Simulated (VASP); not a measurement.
# Zn17S18 (a cell with a defect) in VASP: relaxation of the atoms with PBE

Aim: the relaxation of the atoms of Zn17S18 (a cell with a defect) with PBE.

Program: VASP 6.6.1. These are calculated values, not measurements. Logs are shortened: lines on timing, memory, paths and dates and some standing lists are left out, and cuts for length are marked.

## (1) The cell of the first run

The cell holds a defect, 35 atoms: a = 6.603 Å, b = 6.603 Å, c = 18.690 Å, α = 90.00°, β = 90.00°, γ = 120.00°.

## (2) Relaxation of the atoms, PBE (atoms taken out)

INCAR reads:

```
ALGO     = Normal         # electronic algorithm
EDIFF    = 1E-6           # SCF threshold, eV
EDIFFG   = -0.03          # ionic threshold
ENCUT    = 520            # plane-wave cutoff, eV
GGA      = PE             # functional
IBRION   = 2              # ionic algorithm
ISIF     = 2              # what is computed and relaxed
ISMEAR   = -1             # smearing method
LASPH    = T              # aspherical terms in the spheres
LCHARG   = F              # write CHGCAR
LREAL    = Auto         
LUSENCCL = F            
LWAVE    = F              # write WAVECAR
NELECT   = 314.0        
NELM     = 100            # most SCF steps
NSW      = 60             # ionic steps
PREC     = Accurate       # precision mode
SIGMA    = 0.01           # smearing width, eV
```

KPOINTS reads:

```
k-points
0
Gamma
  3 3 1
```

POSCAR reads:

```
Zn17S18
1.0
    5.7180000000      3.3012888392      0.0000000000
   -5.7180000000      3.3012888392      0.0000000000
    0.0000000000      0.0000000000     18.6899900000
Zn S
17 18
Direct
    0.0000000000      0.0000000000      0.0000000000
    0.3333333333      0.6666666667      0.0000000000
    0.6666666667      0.3333333333      0.0000000000
    0.0000000000      0.0000000000      0.5000000000
    0.3333333333      0.6666666667      0.5000000000
    0.6666666667      0.3333333333      0.5000000000
    0.3333333333      0.3333333334      0.1666700000
    0.6666666667      0.0000000000      0.1666700000
    0.0000000000      0.6666666667      0.1666700000
    0.3333333333      1.0000000000      0.6666700000
    0.6666666667      0.6666666666      0.6666700000
    0.0000000000      0.3333333333      0.6666700000
    0.6666666667      0.6666666666      0.3333300000
    0.0000000000      0.3333333333      0.3333300000
    0.3333333333      0.3333333334      0.8333300000
    0.6666666667      0.0000000000      0.8333300000
    0.0000000000      0.6666666667      0.8333300000
    0.0000000000      0.0000000000      0.1250000000
    0.3333333333      0.6666666667      0.1250000000
    0.6666666667      0.3333333333      0.1250000000
    0.0000000000      0.0000000000      0.6250000000
    0.3333333333      0.6666666667      0.6250000000
    0.6666666667      0.3333333333      0.6250000000
    0.3333333333      0.3333333334      0.2916700000
    0.6666666667      0.0000000000      0.2916700000
    0.0000000000      0.6666666667      0.2916700000
    0.3333333333      1.0000000000      0.7916700000
    0.6666666667      0.6666666666      0.7916700000
    0.0000000000      0.3333333333      0.7916700000
    0.3333333333      1.0000000000      0.4583300000
    0.6666666667      0.6666666666      0.4583300000
    0.0000000000      0.3333333333      0.4583300000
    0.3333333333      0.3333333334      0.9583300000
    0.6666666667      0.0000000000      0.9583300000
    0.0000000000      0.6666666667      0.9583300000
```

Potentials or basis: VASP PAW PBE potentials, release 64 (Zn, S).

Started as:

```
> cat potpaw_PBE.64/Zn/POTCAR potpaw_PBE.64/S/POTCAR > POTCAR
> mpirun -np 1 vasp_std > vasp.out
```

OUTCAR:

```text
EDIFF = 1E-6
   EDIFFG = -0.03
   ENCUT = 520
   GGA = PE
   IBRION = 2
   ISIF = 2
   ISMEAR = -1
   LASPH = T
   LREAL = Auto
   NELECT = 314.0
   NELM = 100
   NSW = 60
   PREC = Accurate

 ion  position               nearest neighbor table
   1  0.000  0.000  0.000-  34 2.33  35 2.33  33 2.33  18 2.34
   2  0.333  0.667  0.000-  35 2.33  33 2.33  34 2.33  19 2.34
   3  0.667  0.333  0.000-  34 2.33  35 2.33  33 2.33  20 2.34
   4  0.000  0.000  0.500-  30 2.33  32 2.33  31 2.33  21 2.34
   5  0.333  0.667  0.500-  30 2.33  32 2.33  31 2.33  22 2.34
   6  0.667  0.333  0.500-  32 2.33  31 2.33  30 2.33  23 2.34
[... 15 lines left out ...]
  22  0.333  0.667  0.625-  10 2.33  12 2.33  11 2.33   5 2.34
  23  0.667  0.333  0.625-  12 2.33  11 2.33  10 2.33   6 2.34
  24  0.333  0.333  0.292-  14 2.33  13 2.33   7 2.34
  25  0.667  0.000  0.292-  14 2.33  13 2.33   8 2.34
  26  0.000  0.667  0.292-  13 2.33  14 2.33   9 2.34
  27  0.333  0.000  0.792-  17 2.33  15 2.33  16 2.33  10 2.34
  28  0.667  0.667  0.792-  17 2.33  15 2.33  16 2.33  11 2.34
  29  0.000  0.333  0.792-  15 2.33  16 2.33  17 2.33  12 2.34
  30  0.333  0.000  0.458-   4 2.33   5 2.33   6 2.33
  31  0.667  0.667  0.458-   6 2.33   4 2.33   5 2.33  13 2.34
  32  0.000  0.333  0.458-   4 2.33   6 2.33   5 2.33  14 2.34
  33  0.333  0.333  0.958-   2 2.33   1 2.33   3 2.33  15 2.34
  34  0.667  0.000  0.958-   1 2.33   3 2.33   2 2.33  16 2.34
  35  0.000  0.667  0.958-   1 2.33   2 2.33   3 2.33  17 2.34

  LATTYP: Found a hexagonal cell.
 ALAT       =     6.6025776784
 C/A-ratio  =     2.8307111117

  Lattice vectors:

 A1 = (   5.7180000000,   3.3012888392,   0.0000000000)
 A2 = (  -5.7180000000,   3.3012888392,   0.0000000000)
 A3 = (   0.0000000000,   0.0000000000,  18.6899900000)

Analysis of symmetry for initial positions (statically):
=====================================================================
 Subroutine PRICEL returns:
 Original cell was already a primitive cell.

 Routine SETGRP: Setting up the symmetry group for a
 hexagonal supercell.

 Subroutine GETGRP returns: Found  6 space group operations
 (whereof  2 operations were pure point group operations)
 out of a pool of 24 trial point group operations.

The static configuration has the point symmetry C_1h.
 The point group associated with its full space group is C_3v.

Analysis of symmetry for dynamics (positions and initial velocities):
=====================================================================
[... 176 lines left out ...]
  volume/ion in A,a.u.               =      20.16       136.05
  Fermi-wavevector in a.u.,A,eV,Ry     =   1.249863  2.361899 21.254449  1.562158
  Thomas-Fermi vector in A             =   2.383884
   LORBIT       =      0    0 simple, 1 ext, 2 COOP (PROOUT), +10 PAW based schemes
   GGA     = PE    functional components
   LHFCALC =     F    Hartree Fock is set to
   AEXX    =    0.0000 exact exchange contribution
   IVDW    =     0    specifies the selected vdW correction
   LEPSILON=     F    determine dielectric tensor
   LRPA    =     F    only Hartree local field effects (RPA)
 conjugate gradient relaxation of ions
 non-spin polarized calculation
  energy-cutoff  :      520.00
  volume of cell :      705.61
 maximum number of plane-waves:     19101
 NGX is ok and might be reduce to    50
   NGX = 25   NGY = 25   NGZ = 69

--------------------------------------- Ionic step        1  -------------------------------------------

 number of electron     314.0000018 magnetization

 Free energy of the ion-electron system (eV)
  ---------------------------------------------------
  ext. energy  EPLUGINS =         0.00000000
  ---------------------------------------------------
  free energy    TOTEN  =      -112.70542469 eV

  energy without entropy =     -112.70147949  energy(sigma->0) =     -112.70345209

------------------------ aborting loop because EDIFF is reached ----------------------------------------

  FORCE on cell =-STRESS in cart. coord.  units (eV):
  Direction    XX          YY          ZZ          XY          YZ          ZX
  --------------------------------------------------------------------------------------
  -------------------------------------------------------------------------------------
  Total       25.1579819     25.1579819     22.9632198      0.0000000      0.0000000      0.0000000
  in kB       57.1241359     57.1241359     52.1406722      0.0000000      0.0000000      0.0000000
  external PRESSURE =      55.4629813 kB  Pullay stress =       0.0000000 kB
[... 188 lines left out ...]
  FREE ENERGIE OF THE ION-ELECTRON SYSTEM (eV)
  ---------------------------------------------------
  free  energy   TOTEN  =      -113.2973588809 eV

  energy  without entropy=     -113.2973588809  energy(sigma->0) =     -113.29735888

[... ionic steps 4 to 14 ...]

--------------------------------------- Ionic step       15  -------------------------------------------

 number of electron     314.0000011 magnetization

------------------------ aborting loop because EDIFF is reached ----------------------------------------
[... 133 lines left out ...]
--------------------------------------- Ionic step       17  -------------------------------------------

 number of electron     314.0000013 magnetization

 Free energy of the ion-electron system (eV)
  ---------------------------------------------------
  ext. energy  EPLUGINS =         0.00000000
  ---------------------------------------------------
  free energy    TOTEN  =      -113.48977133 eV

  energy without entropy =     -113.48977133  energy(sigma->0) =     -113.48977133

 E-fermi :   3.4171     XC(G=0):  -9.5851

 val. band max:        3.1343534332   @ k =   0.0000   0.0000   0.0000
 cond. band min:       3.9915297771   @ k =   0.0000   0.0000   0.0000
 fundamental gap:      0.8571763440
 Fermi energy:         3.4171167337

 k-point     1 :       0.0000    0.0000    0.0000
  band No.  band energies     occupation
      1     -11.6857      2.00000
      2     -11.2741      2.00000
      3     -10.9464      2.00000
      4     -10.6956      2.00000
      5     -10.6829      2.00000
      6     -10.5858      2.00000
[... 505 lines left out ...]
    168       5.8860      0.00000
    169       5.9503      0.00000
 [bands above 169 left out]

------------------------ aborting loop because EDIFF is reached ----------------------------------------

  FORCE on cell =-STRESS in cart. coord.  units (eV):
  Direction    XX          YY          ZZ          XY          YZ          ZX
  --------------------------------------------------------------------------------------
  -------------------------------------------------------------------------------------
  Total       22.9190135     22.9190135     23.5546887      0.0000000     -0.0000000      0.0000000
  in kB       52.0402966     52.0402966     53.4836714      0.0000000     -0.0000000      0.0000000
  external PRESSURE =      52.5214215 kB  Pullay stress =       0.0000000 kB
[... 50 lines left out ...]
  FREE ENERGIE OF THE ION-ELECTRON SYSTEM (eV)
  ---------------------------------------------------
  free  energy   TOTEN  =      -113.4897713285 eV

  energy  without entropy=     -113.4897713285  energy(sigma->0) =     -113.48977133

 reached required accuracy - stopping structural energy minimisation
```

OSZICAR:

```text
N       E                     dE             d eps       ncg     rms          rms(c)
DAV:   1     0.315120482457E+04    0.31512E+04   -0.13542E+05  1128   0.200E+03
DAV:   2     0.513952936732E+03   -0.26373E+04   -0.25462E+04  1128   0.508E+02
DAV:   3    -0.651593726454E+02   -0.57911E+03   -0.55342E+03  1212   0.199E+02
DAV:   4    -0.121093890550E+03   -0.55935E+02   -0.55322E+02  1296   0.627E+01
[... 178 lines left out ...]
DAV:   1    -0.113489640446E+03   -0.84159E-04   -0.61081E-02  1136   0.530E-01    0.717E-02
DAV:   2    -0.113489779673E+03   -0.13923E-03   -0.16126E-03  1328   0.825E-02    0.376E-02
DAV:   3    -0.113489775909E+03    0.37633E-05   -0.39061E-05  1264   0.174E-02    0.279E-02
DAV:   4    -0.113489772072E+03    0.38370E-05   -0.74296E-06  1184   0.172E-02    0.185E-02
DAV:   5    -0.113489771328E+03    0.74390E-06   -0.79384E-06  1144   0.760E-03
  17 F= -.11348977E+03 E0= -.11348977E+03  d E =-.214897E-03
```

CONTCAR:

```text
Zn17S18
    1.000000000000000
     5.7180000000000000    3.3012888392000002    0.0000000000000000
    -5.7180000000000000    3.3012888392000002    0.0000000000000000
     0.0000000000000000    0.0000000000000000   18.6899900000000017
  Zn              S
    17    18
Direct
     0.0000555251101525    0.0000000000000000    0.0043493768977868
     0.3333333332999970    0.6667221918101555    0.0043493768977868
     0.6666111415898505    0.3332778081898446    0.0043493768977868
     0.0058829845335675    0.0000000000000000    0.4927254721249741
     0.3333333332999970    0.6725496512335705    0.4927254721249741
     0.6607836821664355    0.3274503487664294    0.4927254721249741
[... 27 lines left out ...]
     0.6665894023970680    0.0000000000000000    0.9582279982608621
     0.0000772643029350    0.6667439310029379    0.9582279982608621

  0.00000000E+00  0.00000000E+00  0.00000000E+00
  0.00000000E+00  0.00000000E+00  0.00000000E+00
  0.00000000E+00  0.00000000E+00  0.00000000E+00
  0.00000000E+00  0.00000000E+00  0.00000000E+00
  0.00000000E+00  0.00000000E+00  0.00000000E+00
  0.00000000E+00  0.00000000E+00  0.00000000E+00
[... 27 lines left out ...]
  0.00000000E+00  0.00000000E+00  0.00000000E+00
  0.00000000E+00  0.00000000E+00  0.00000000E+00
```

Wall time 12 min (1 × NVIDIA H100 80GB with 1 thread of AMD EPYC 7R13 (Zen 3), shared host); peak memory 1.7 GiB.

What came out:

| Item | Value |
| --- | --- |
| Free energy | -113.4898 eV |
| Energy gained by relaxing | 22.4 meV/atom |
| Ionic steps | 17 |
| Largest force after relaxing | 0.026 eV/Å |

Forces in eV/Å, atoms in the order of the input:
```
Zn   0.001  0.000 -0.002
Zn  -0.001  0.000 -0.002
Zn   0.000 -0.001 -0.002
Zn   0.008  0.005  0.000
Zn  -0.008  0.005  0.000
Zn   0.000 -0.009  0.000
Zn   0.000  0.000  0.003
Zn   0.000  0.000  0.003
Zn   0.000  0.000  0.003
Zn   0.000  0.000  0.000
Zn   0.000  0.000  0.002
Zn   0.000  0.000  0.002
Zn   0.000  0.000  0.005
Zn   0.000  0.000  0.005
Zn   0.002 -0.001 -0.004
Zn  -0.002 -0.001 -0.004
Zn   0.000  0.002 -0.004
S    0.000  0.000  0.003
S    0.000  0.000  0.003
S    0.000  0.000  0.003
S    0.001  0.000  0.001
S   -0.001  0.000  0.001
S    0.000 -0.001  0.001
S    0.002 -0.001  0.005
S   -0.002 -0.001  0.005
S    0.000  0.003  0.005
S    0.000  0.000 -0.004
S    0.000  0.000  0.001
S    0.000  0.000  0.001
S    0.000  0.000 -0.026
S    0.000  0.000  0.004
S    0.000  0.000  0.004
S    0.000  0.000 -0.004
S    0.000  0.000 -0.004
S    0.000  0.000 -0.004
```

Step by step:
```csv
step,energy change (eV),largest force (eV/Å),pressure (GPa)
1,0.0000,1.2414,5.55
2,-0.5248,0.6811,5.61
3,-0.5919,0.5015,5.74
4,-0.5925,0.4827,5.76
5,-0.6631,0.3060,5.71
6,-0.7011,0.2334,5.64
7,-0.7380,0.1649,5.53
8,-0.7509,0.1535,5.41
9,-0.7662,0.0729,5.30
10,-0.7688,0.1114,5.24
11,-0.7767,0.0804,5.24
12,-0.7780,0.1177,5.24
13,-0.7825,0.0490,5.24
14,-0.7827,0.0734,5.23
15,-0.7840,0.0330,5.26
16,-0.7841,0.0377,5.25
17,-0.7843,0.0262,5.25
```

Final structure:
```
Zn S
1.0
     5.71800    3.30129    0.00000
    -5.71800    3.30129    0.00000
     0.00000    0.00000   18.68999
Zn S
17 18
Direct
  0.00006 0.00000 0.00435
  0.33333 0.66672 0.00435
  0.66661 0.33328 0.00435
  0.00588 0.00000 0.49273
  0.33333 0.67255 0.49273
  0.66078 0.32745 0.49273
  0.33333 0.33360 0.17577
  0.66693 0.00000 0.17577
  0.99973 0.66640 0.17577
  0.33333 0.00000 0.66266
  0.66667 0.66667 0.66453
  0.00000 0.33333 0.66453
  0.66667 0.66667 0.32308
  0.00000 0.33333 0.32308
  0.33333 0.33264 0.83409
  0.66597 0.00000 0.83409
  0.00070 0.66736 0.83409
  0.00012 0.00000 0.12615
  0.33333 0.66679 0.12615
  0.66654 0.33321 0.12615
  0.99853 0.00000 0.62482
  0.33333 0.66519 0.62482
  0.66814 0.33481 0.62482
  0.33333 0.31878 0.29546
  0.65212 0.00000 0.29546
  0.01455 0.68122 0.29546
  0.33333 0.00000 0.79074
  0.66667 0.66667 0.79169
  0.00000 0.33333 0.79169
  0.33333 0.00000 0.45635
  0.66667 0.66667 0.45677
  0.00000 0.33333 0.45677
  0.33333 0.33326 0.95823
  0.66659 0.00000 0.95823
  0.00008 0.66674 0.95823
```

Levels at points of the mesh, in eV from the Fermi level:
```
           k point  band 154  band 155  band 156  band 157  band 158  band 159  band 160  band 161
(0.00, 0.00, 0.00)     -1.28     -1.22     -0.28     -0.28      0.57      1.32      1.52      1.91
```

Caveat: the cell carries a net charge on a neutralising background, which shifts energy and pressure; the cell differs from its parent crystal (atoms taken out); the cell is charged against a uniform background, so pressure and absolute levels hang on convention.
